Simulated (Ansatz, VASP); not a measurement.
Al2Cu: VASP beside Ansatz

```
Al Cu
1.0
     4.08417    0.00000    0.00000
     0.00000    4.08417    2.84639
     0.00000   -4.08417    2.84639
Al Cu
4 2
Direct
  0.50000 0.75290 0.74710
  0.50000 0.25290 0.24710
  0.00000 0.48776 0.01224
  0.00000 0.98776 0.51224
  0.00000 0.00397 0.99603
  0.00000 0.50397 0.49603
```

Change from the starting cell: mode 17 (354.1 1/cm) frozen in, largest displacement -0.100 Å.

Alike in both runs: task single point; functional PBEsol; k mesh 12 × 10 × 10; occupations gaussian, width 0.15 eV; no spin polarisation.

|  | VASP | Ansatz |
| --- | --- | --- |
| version | VASP 6.6.1 | Ansatz 0.2.0 |
| potentials or method | VASP PAW PBE potentials, release 64 (Al, Cu), cutoff 520 eV | scalar-relativistic, plane waves, PAW |
| valence electrons in the cell | 34 | 50 |

```csv
,VASP,Ansatz,Ansatz less VASP
gap on the k mesh at the Fermi level (eV),none,none,-
pressure (GPa),1.3,1.0,-0.34
"traceless stress, the component that is largest in VASP (GPa)",0.32,0.32,-0.001
rms of the force components (eV/Å),0.544,0.541,-0.0030
```

VASP's potentials were made for PBE, not for PBEsol. Atom by atom the forces differ by 0.003 eV/Å (rms over components). A gap of «none» marks a metal or a gap that the smearing closes. VASP's potentials hold 34 valence electrons a cell and Ansatz's 50, so a difference there can come from the potentials and not from the codes.
